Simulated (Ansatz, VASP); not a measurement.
# CuSb2: VASP beside Ansatz

```
Cu Sb
1.0
     4.03197    0.00000    0.00000
    -2.01598    3.49179    0.00000
     0.00000    0.00000    4.96058
Cu Sb
1 2
Direct
  0.00000 0.00000 0.00000
  0.33333 0.66667 0.25886
  0.66667 0.33333 0.74114
```

Alike in both runs: task single point; functional PBE; k mesh 10 × 10 × 8; no spin polarisation.

```csv
,VASP,Ansatz
version,VASP 6.6.1,Ansatz 0.2.0
potentials or method,"VASP PAW PBE potentials, release 64 (Cu, Sb), cutoff 520 eV","scalar-relativistic, plane waves, PAW"
occupations,"methfessel-paxton of order 1, width 0.025 eV","cold, width 0.025 eV"
valence electrons in the cell,21,49
```

Ansatz gave:

```
pressure (GPa)                                                : 0.0
traceless stress, the component that is largest in VASP (GPa) : -0.03
rms of the force components (eV/Å)                            : 0.003
```

Q: Estimate VASP's values.

A: Pressure (GPa): 0.0; traceless stress, the component that is largest in VASP (GPa): -0.07; rms of the force components (eV/Å): 0.015.

Atom by atom the forces differ by 0.012 eV/Å (rms over components). VASP's potentials hold 21 valence electrons a cell and Ansatz's 49, so a difference there can come from the potentials and not from the codes.

Neither program's run includes spin-orbit coupling.
